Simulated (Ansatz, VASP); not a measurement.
# C in VASP and in Ansatz

POSCAR

```
C
1.0
    1.1666250292      0.6735512746      3.5143613814
   -1.1666250292      0.6735512746      3.5143613814
    0.0000000000     -1.3471025493      3.5143613814
C
2
Direct
    0.1640000000      0.1640000000      0.1640000000
    0.8360000000      0.8360000000      0.8360000000
```

INCAR.step1

```
SYSTEM = C
PREC = Accurate
ENCUT = 520
ISMEAR = 0
SIGMA = 0.05
LREAL = .FALSE.
LASPH = .TRUE.
NELM = 80
NBANDS = 11
GGA = PE
ALGO = Normal
EDIFF = 1E-4
LWAVE = .TRUE.
LCHARG = .FALSE.
```

INCAR.step2

```
SYSTEM = C
PREC = Accurate
ENCUT = 520
EDIFF = 1E-7
ISMEAR = 0
SIGMA = 0.05
LREAL = .FALSE.
LASPH = .TRUE.
NELM = 80
ALGO = Normal
ISIF = 2
LWAVE = .FALSE.
LCHARG = .TRUE.
METAGGA = R2SCAN
LMIXTAU = .TRUE.
LELF = .TRUE.
LVHAR = .TRUE.
NBANDS = 11
ISTART = 1
```

The input KPOINTS:

```
Automatic mesh
0
G
  12 12 12
  0 0 0
```

Input for Ansatz:

```yaml
crystal:
  lattice:
    - [1.1666250292, 0.6735512746, 3.5143613814]
    - [-1.1666250292, 0.6735512746, 3.5143613814]
    - [0.0, -1.3471025493, 3.5143613814]
  atoms:
    - { symbol: C, position: [0.164, 0.164, 0.164] }
    - { symbol: C, position: [0.836, 0.836, 0.836] }
basis:
  ecutwfc: 500
kpoints:
  mp_grid: { grid: [12, 12, 12] }
hamiltonian:
  xc: r2scan
scf:
  occupations: { method: gaussian, width: 0.05 }
output:
  forces: true
  stress: true
  eigenvalues: true
```

Change from the starting cell: strain -0.050 along x and y, +0.050 along z, atoms carried along.

Alike in both runs: task single point; functional r2SCAN; k mesh 12 × 12 × 12; occupations gaussian, width 0.05 eV; no spin polarisation.

|  | VASP | Ansatz |
| --- | --- | --- |
| version | VASP 6.6.1 | Ansatz 0.2.0 |
| potentials or method | VASP PAW PBE potentials, release 64 (C), cutoff 520 eV | scalar-relativistic, plane waves, PAW |
| valence electrons in the cell | 8 | 8 |

Ansatz gave:

```
gap on the k mesh at the Fermi level (eV)                     : 0.56
least direct gap on the mesh (eV)                             : 0.56
pressure (GPa)                                                : 51.7
traceless stress, the component that is largest in VASP (GPa) : -52.71
rms of the force components (eV/Å)                            : 0.524
```

**Question.** Which values does VASP return?

**Answer.** gap on the k mesh at the Fermi level (eV): 0.56; least direct gap on the mesh (eV): 0.56; pressure (GPa): 52.4; traceless stress, the component that is largest in VASP (GPa): -53.57; rms of the force components (eV/Å): 0.519.

VASP's potentials were made for PBE, not for r2SCAN. Atom by atom the forces differ by 0.005 eV/Å (rms over components). Both programs put the cell under a high pressure, so it lies far from rest at this level.
